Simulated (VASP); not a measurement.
Input of a VASP 6.6.1 run:

Contents of INCAR:

```
SYSTEM = AlP
PREC = Accurate ; ENCUT = 500
EDIFF = 1E-6 ; ISMEAR = 0
SIGMA = 0.01 ; LREAL = .FALSE.
LASPH = .TRUE. ; NELM = 120
ALGO = Normal ; ISIF = 2
LWAVE = .FALSE. ; LCHARG = .FALSE.
NBANDS = 11 ; GGA_COMPAT = .FALSE.
```

KPOINTS

```
Automatic mesh
0
G
  6 6 6
  0 0 0
```

The input POSCAR:

```
AlP
1.0
    0.0000000000      2.6507908459      2.6507908459
    2.6507908459      0.0000000000      2.6507908459
    2.6507908459      2.6507908459      0.0000000000
Al P
1 1
Direct
    0.0000000000      0.0000000000      0.0000000000
    0.2500000000      0.2500000000      0.2500000000
```

Potentials or basis: VASP PAW LDA potentials, release 64 (Al, P).

Run with:

```bash
$ cat potpaw_LDA.64/Al/POTCAR potpaw_LDA.64/P/POTCAR > POTCAR
$ mpirun -np 1 vasp_std > vasp.out
```

(1) Predict the pressure.

(2) What does it give for the band gap on the k mesh?

## Answers

(1) 7.9 GPa.

(2) 1.25 eV, indirect (least direct gap 3.56 eV).
